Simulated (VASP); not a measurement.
# InH (Pm-3m) in VASP: further runs

Runs on InH. Level: PBE. Tasks: single point, relaxation of cell and atoms.

All numbers are computed with VASP 6.6.1; they aren't measurements. Logs are shortened: lines on timing, memory, paths and dates and some standing lists are left out, and cuts for length are marked.

## Step 1: The cell of the first run

The structure is cubic, space group Pm-3m (No. 221). The conventional cell has a = 3.180 Å, b = 3.180 Å, c = 3.180 Å, α = 90.00°, β = 90.00°, γ = 90.00°. Within 3.6 Å of In (site symmetry m-3m) lie 8 H at 2.75 Å and 6 In at 3.18 Å. H (site symmetry m-3m) has 8 In at 2.75 Å and 6 H at 3.18 Å within 3.6 Å.

## Step 2: Single point, PBE

INCAR reads:

```
PREC     = Accurate       # precision mode
ENCUT    = 520            # plane-wave cutoff, eV
EDIFF    = 1E-6           # SCF threshold, eV
ISMEAR   = 0              # smearing method
SIGMA    = 0.1            # smearing width, eV
LREAL    = F              # projectors in reciprocal space
LASPH    = T              # aspherical terms in the spheres
NELM     = 80             # most SCF steps
ALGO     = Normal         # electronic algorithm
ISIF     = 2              # what is computed and relaxed
LWAVE    = F              # write WAVECAR
LCHARG   = T              # write CHGCAR
GGA      = PE             # functional
LELF     = T              # ELF
LVHAR    = T            
NBANDS   = 14             # bands
```

KPOINTS reads:

```
Automatic mesh
0
Gamma
  6 6 6
```

POSCAR reads:

```
InH
1.0
    3.1800265700      0.0000000000      0.0000000000
    0.0000000000      3.1800265700      0.0000000000
    0.0000000000      0.0000000000      3.1800265700
In H
1 1
Direct
    0.0000000000      0.0000000000      0.0000000000
    0.5000000000      0.5000000000      0.5000000000
```

Potentials or basis: VASP PAW PBE potentials, release 64 (In_d, H).

On the command line:

```
$ cat potpaw_PBE.64/In_d/POTCAR potpaw_PBE.64/H/POTCAR > POTCAR
$ mpirun -np 1 vasp_std > vasp.out
```

OUTCAR:

```text
PREC = Accurate
   ENCUT = 520
   EDIFF = 1E-6
   ISMEAR = 0
   LREAL = F
   LASPH = T
   NELM = 80
   ISIF = 2
   GGA = PE

 ion  position               nearest neighbor table
   1  0.000  0.000  0.000-
   2  0.500  0.500  0.500-

  LATTYP: Found a simple cubic cell.
 ALAT       =     3.1800265700

  Lattice vectors:

 A1 = (   3.1800265700,   0.0000000000,   0.0000000000)
 A2 = (   0.0000000000,   3.1800265700,   0.0000000000)
 A3 = (   0.0000000000,   0.0000000000,   3.1800265700)

Analysis of symmetry for initial positions (statically):
=====================================================================
 Subroutine PRICEL returns:
 Original cell was already a primitive cell.

 Routine SETGRP: Setting up the symmetry group for a
 simple cubic supercell.

 Subroutine GETGRP returns: Found 48 space group operations
 (whereof 48 operations were pure point group operations)
 out of a pool of 48 trial point group operations.

The static configuration has the point symmetry O_h .

Analysis of symmetry for dynamics (positions and initial velocities):
=====================================================================
 Subroutine PRICEL returns:
 Original cell was already a primitive cell.

 Routine SETGRP: Setting up the symmetry group for a
 simple cubic supercell.

 Subroutine GETGRP returns: Found 48 space group operations
 (whereof 48 operations were pure point group operations)
 out of a pool of 48 trial point group operations.

The dynamic configuration has the point symmetry O_h .

 Subroutine INISYM returns: Found 48 space group operations
 (whereof 48 operations are pure point group operations),
 and found     1 'primitive' translations

----------------------------------------------------------------------------------------

                                     Primitive cell

  volume of cell :      32.1582

  direct lattice vectors                    reciprocal lattice vectors
     3.180026570  0.000000000  0.000000000     0.314462781  0.000000000  0.000000000
     0.000000000  3.180026570  0.000000000     0.000000000  0.314462781  0.000000000
     0.000000000  0.000000000  3.180026570     0.000000000  0.000000000  0.314462781

  length of vectors
     3.180026570  3.180026570  3.180026570     0.314462781  0.314462781  0.314462781

  position of ions in fractional coordinates (direct lattice)
     0.000000000  0.000000000  0.000000000
     0.500000000  0.500000000  0.500000000

  ion indices of the primitive-cell ions
   primitive index   ion index
                 1           1
                 2           2

----------------------------------------------------------------------------------------

 KPOINTS: Automatic mesh

Automatic generation of k-mesh.
 Grid dimensions read from file:
 generate k-points for:    6    6    6

 Generating k-lattice:

  Cartesian coordinates                     Fractional coordinates (reciprocal lattice)
     0.052410464  0.000000000  0.000000000     0.166666667  0.000000000  0.000000000
     0.000000000  0.052410464  0.000000000     0.000000000  0.166666667  0.000000000
     0.000000000  0.000000000  0.052410464     0.000000000  0.000000000  0.166666667

  Length of vectors
     0.052410464  0.052410464  0.052410464

  Shift w.r.t. Gamma in fractional coordinates (k-lattice)
     0.000000000  0.000000000  0.000000000

 Subroutine IBZKPT returns following result:
 ===========================================

 Found     20 irreducible k-points:

 Following reciprocal coordinates:
            Coordinates               Weight
  0.000000  0.000000  0.000000      1.000000
  0.166667  0.000000  0.000000      6.000000
  0.333333  0.000000  0.000000      6.000000
  0.500000  0.000000  0.000000      3.000000
  0.166667  0.166667  0.000000     12.000000
  0.333333  0.166667  0.000000     24.000000
[... 12 lines left out ...]
  0.500000  0.500000  0.333333      6.000000
  0.500000  0.500000  0.500000      1.000000
   k-points           NKPTS =     20   k-points in BZ     NKDIM =     20   number of bands    NBANDS=     14
   number of dos      NEDOS =    301   number of ions     NIONS =      2
   total plane-waves  NPLWV =  13824
   dimension x,y,z NGX =    24 NGY =   24 NGZ =   24
   dimension x,y,z NGXF=    48 NGYF=   48 NGZF=   48
   ions per type =               1   1
   NGX,Y,Z   is equivalent  to a cutoff of  12.55, 12.55, 12.55 a.u.
   NGXF,Y,Z  is equivalent  to a cutoff of  25.09, 25.09, 25.09 a.u.
 SYSTEM =  unknown system
   PREC   = accura    normal or accurate (medium, high low for compatibility)
   ISTART =      0    job   : 0-new  1-cont  2-samecut
   ICHARG =      2    charge: 1-file 2-atom 10-const
   ISPIN  =      1    spin polarized calculation?
   LNONCOLLINEAR =      F non collinear calculations
   LSORBIT =      F    spin-orbit coupling
   LASPH  =      T    aspherical Exc in radial PAW
   ENCUT  =  520.0 eV  38.22 Ry    6.18 a.u.   5.91  5.91  5.91*2*pi/ulx,y,z
   NELM   =     80;   NELMIN=  2; NELMDL= -5     # of ELM steps
   EDIFF  = 0.1E-05   stopping-criterion for ELM
   LREAL  =      F    real-space projection
   EDIFFG = 0.1E-04   stopping-criterion for IOM
   NSW    =      0    number of steps for IOM
   IBRION =     -1    ionic relax: 0-MD 1-quasi-New 2-CG
   NFREE  =      0    steps in history (QN), initial steepest desc. (CG)
   ISIF   =      2    stress and relaxation
   ISYM   =      2    0-nonsym 1-usesym 2-fastsym
   POTIM  = 0.5000    time-step for ionic-motion
   TEBEG  =    0.0;   TEEND  =   0.0 temperature during run
   PSTRESS=    0.0 pullay stress
   NELECT =      14.0000    total number of electrons
   NUPDOWN=      -1.0000    fix difference up-down
   EMIN   =  10.00;   EMAX   =-10.00  energy-range for DOS
   EFERMI =   0.00;   METHOD = LEGACY
   ISMEAR =     0;   SIGMA  =   0.10  broadening in eV -4-tet -1-fermi 0-gaus
   EFERMI_NEDOS =   21; number of points for ismear=-14 and -15
   IALGO  =     38    algorithm
   IMIX   =      4    mixing-type and parameters
     AMIX     =   0.40;   BMIX     =  1.00
     AMIX_MAG =   1.60;   BMIX_MAG =  1.00
  volume/ion in A,a.u.               =      16.08       108.51
  Fermi-wavevector in a.u.,A,eV,Ry     =   1.240757  2.344691 20.945871  1.539478
  Thomas-Fermi vector in A             =   2.375184
   LORBIT       =      0    0 simple, 1 ext, 2 COOP (PROOUT), +10 PAW based schemes
   GGA     = PE    functional components
   LHFCALC =     F    Hartree Fock is set to
   AEXX    =    0.0000 exact exchange contribution
   IVDW    =     0    specifies the selected vdW correction
   LEPSILON=     F    determine dielectric tensor
   LRPA    =     F    only Hartree local field effects (RPA)
 non-spin polarized calculation
 Gauss-broadening in eV      SIGMA  =   0.10
  energy-cutoff  :      520.00
  volume of cell :       32.16
 maximum number of plane-waves:       912
 NGX is ok and might be reduce to    24
   NGX = 11   NGY = 11   NGZ = 11

 number of electron      14.0000015 magnetization

 Free energy of the ion-electron system (eV)
  ---------------------------------------------------
  ext. energy  EPLUGINS =         0.00000000
  ---------------------------------------------------
  free energy    TOTEN  =        -4.83732586 eV

  energy without entropy =       -4.83223730  energy(sigma->0) =       -4.83478158

 E-fermi :   5.9798     XC(G=0):  -9.9018

 val. band max:        5.9608592909   @ k =   0.3333   0.3333   0.0000
 cond. band min:       6.0108560539   @ k =   0.1667   0.1667   0.1667
 fundamental gap:      0.0499967630
 Fermi energy:         5.9797807888

 k-point     1 :       0.0000    0.0000    0.0000
  band No.  band energies     occupation
      1      -9.0624      2.00000
      2      -9.0624      2.00000
      3      -8.5313      2.00000
      4      -8.5313      2.00000
      5      -8.5313      2.00000
      6      -3.6547      2.00000
      7       7.9699      0.00000
      8      11.8623      0.00000
      9      11.8623      0.00000
     10      11.8623      0.00000
     11      15.2345      0.00000
     12      15.2345      0.00000
     13      25.8151      0.00000
     14      25.8151      0.00000

 k-point     2 :       0.1667    0.0000    0.0000
  band No.  band energies     occupation
      1      -9.0544      2.00000
      2      -8.9674      2.00000
      3      -8.5678      2.00000
      4      -8.5678      2.00000
      5      -8.5282      2.00000
      6      -3.2201      2.00000
      7       6.4541      0.00000
      8      10.7503      0.00000
      9      12.3485      0.00000
     10      12.3485      0.00000
     11      15.5233      0.00000
     12      18.3999      0.00000
     13      23.2503      0.00000
     14      23.5387      0.00000

 k-point     3 :       0.3333    0.0000    0.0000
  band No.  band energies     occupation
      1      -9.0382      2.00000
      2      -8.7803      2.00000
      3      -8.6398      2.00000
      4      -8.6398      2.00000
      5      -8.5220      2.00000
      6      -1.8964      2.00000
      7       3.2633      2.00000
      8      10.5936      0.00000
      9      13.6699      0.00000
     10      13.6699      0.00000
     11      16.4018      0.00000
     12      20.1471      0.00000
     13      20.1471      0.00000
     14      20.1511      0.00000
[... 256 lines left out ...]
 k-point    19 :       0.5000    0.5000    0.3333
  band No.  band energies     occupation
      1      -8.8736      2.00000
      2      -8.8089      2.00000
      3      -8.8089      2.00000
      4      -8.4998      2.00000
      5      -8.3804      2.00000
      6       4.1987      2.00000
      7       5.2220      2.00000
      8       6.5595      0.00000
      9       6.5595      0.00000
     10      10.6888      0.00000
     11      12.6152      0.00000
     12      13.2825      0.00000
     13      13.2825      0.00000
     14      27.2972      0.00000

 k-point    20 :       0.5000    0.5000    0.5000
  band No.  band energies     occupation
      1      -8.8585      2.00000
      2      -8.8585      2.00000
      3      -8.8585      2.00000
      4      -8.3782      2.00000
      5      -8.3782      2.00000
      6       4.4778      2.00000
      7       7.3298      0.00000
      8       7.5375      0.00000
      9       7.5375      0.00000
     10       7.5375      0.00000
     11      11.6041      0.00000
     12      11.6041      0.00000
     13      11.6041      0.00000
     14      28.6599      0.00000

------------------------ aborting loop because EDIFF is reached ----------------------------------------

  FORCE on cell =-STRESS in cart. coord.  units (eV):
  Direction    XX          YY          ZZ          XY          YZ          ZX
  --------------------------------------------------------------------------------------
  -------------------------------------------------------------------------------------
  Total       -0.1454892     -0.1454892     -0.1454892     -0.0000000     -0.0000000     -0.0000000
  in kB       -7.2485171     -7.2485171     -7.2485171     -0.0000000     -0.0000000     -0.0000000
  external PRESSURE =      -7.2485171 kB  Pullay stress =       0.0000000 kB

 VOLUME and BASIS-vectors are now :
 -----------------------------------------------------------------------------
  energy-cutoff  :      520.00
  volume of cell :       32.16
      direct lattice vectors                 reciprocal lattice vectors
     3.180026570  0.000000000  0.000000000     0.314462781  0.000000000  0.000000000
     0.000000000  3.180026570  0.000000000     0.000000000  0.314462781  0.000000000
     0.000000000  0.000000000  3.180026570     0.000000000  0.000000000  0.314462781

 POSITION                                       TOTAL-FORCE (eV/Angst)
 -----------------------------------------------------------------------------------
      0.00000      0.00000      0.00000         0.000000      0.000000      0.000000
      1.59001      1.59001      1.59001         0.000000      0.000000      0.000000
 -----------------------------------------------------------------------------------
    total drift:                                0.000000      0.000000      0.000000

  FREE ENERGIE OF THE ION-ELECTRON SYSTEM (eV)
  ---------------------------------------------------
  free  energy   TOTEN  =        -4.8373258622 eV

  energy  without entropy=       -4.8322373018  energy(sigma->0) =       -4.83478158
```

Run time: 18 s. Hardware: 1 thread of Oxide Virtual Turin-like, shared host; peak memory 0.1 GiB.

What came out:

| Quantity | Value |
| --- | --- |
| Free energy | -4.8373 eV |
| Pressure | -0.7 GPa |
| Band gap on the k mesh | zero (band 7 reaches 7.97 eV, above the bottom of band 8 at 4.90 eV) |

Caveat: spin-orbit coupling is left out, which moves the levels of the heavy elements.

## Step 3: Single point, PBE

This run uses another cell than the first one, of 16.12 Å³/atom, 1.003 times its volume.

INCAR reads:

```
PREC     = Accurate       # precision mode
ENCUT    = 520            # plane-wave cutoff, eV
EDIFF    = 1E-7           # SCF threshold, eV
ISMEAR   = 0              # smearing method
SIGMA    = 0.1            # smearing width, eV
LREAL    = F              # projectors in reciprocal space
LASPH    = T              # aspherical terms in the spheres
NELM     = 60             # most SCF steps
ALGO     = Normal         # electronic algorithm
ISIF     = 2              # what is computed and relaxed
LWAVE    = F              # write WAVECAR
LCHARG   = F              # write CHGCAR
GGA      = PE             # functional
NBANDS   = 14             # bands
```

KPOINTS reads:

```
regular mesh
0
Gamma
  18 18 18
```

POSCAR reads:

```
InH
1.0
    3.1827607621      0.0000000000      0.0000000000
    0.0000000000      3.1827607621      0.0000000000
    0.0000000000      0.0000000000      3.1827607621
In H
1 1
Direct
    0.0000000000      0.0000000000      0.0000000000
    0.5000000000      0.5000000000      0.5000000000
```

Potentials or basis: VASP PAW PBE potentials, release 64 (In_d, H).

On the command line:

```
$ cat potpaw_PBE.64/In_d/POTCAR potpaw_PBE.64/H/POTCAR > POTCAR
$ mpirun -np 1 vasp_std > vasp.out
```

It took 2.1 min on 1 thread of Oxide Virtual Turin-like, shared host; peak memory 0.18 GiB.

It converged, with:

```
Free energy            : -4.8260 eV
Pressure               : -0.1 GPa
Band gap on the k mesh : zero (band 7 reaches 8.02 eV, above the bottom of band 8 at 4.88 eV)
```

Levels at points of the mesh, in eV from the Fermi level:
| k point | band 4 | band 5 | band 6 | band 7 | band 8 | band 9 | band 10 | band 11 |
| --- | --- | --- | --- | --- | --- | --- | --- | --- |
| (0.00, 0.00, 0.00) | -14.27 | -14.27 | -9.33 | 2.33 | 6.14 | 6.14 | 6.14 | 9.51 |
| (0.50, 0.00, 0.00) | -14.41 | -14.26 | -5.44 | -5.30 | 5.02 | 9.10 | 9.10 | 11.90 |
| (0.50, 0.50, 0.00) | -14.39 | -14.13 | -2.12 | -2.06 | -0.80 | -0.80 | 12.07 | 12.17 |
| (0.50, 0.50, 0.50) | -14.12 | -14.12 | -1.12 | 1.57 | 1.81 | 1.81 | 1.81 | 5.91 |

Caveat: spin-orbit coupling is left out, which moves the levels of the heavy elements.

(Continued in part 2 of 2.)
